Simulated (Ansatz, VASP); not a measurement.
# Two plane-wave programs on Pb

```
Pb
1.0
    -1.95267    1.95267    1.95267
     1.95267   -1.95267    1.95267
     1.95267    1.95267   -1.95267
Pb
1
Direct
  0.00000 0.00000 0.00000
```

Alike in both runs: task relaxation of cell and atoms; functional PBEsol; k mesh 16 × 16 × 16; occupations gaussian, width 0.1 eV; no spin polarisation.

|  | VASP | Ansatz |
| --- | --- | --- |
| version | VASP 6.6.1 | Ansatz 0.2.0 |
| potentials or method | VASP PAW PBE potentials, release 64 (Pb_d), cutoff 600 eV | scalar-relativistic, plane waves, PAW |
| valence electrons in the cell | 14 | 14 |

|  | VASP | Ansatz | Ansatz less VASP |
| --- | --- | --- | --- |
| gap on the k mesh at the Fermi level, each at its own relaxed structure (eV) | none | none | - |
| relaxed volume (Å³/atom) | 29.88 | 29.89 | +0.013 |
| relaxed cell length with the largest relative difference (Å) | 3.386 | 3.386 | +0.0005 |

VASP's potentials were made for PBE, not for PBEsol. A gap of «none» marks a metal or a gap that the smearing closes.

Spin-orbit coupling is off throughout.
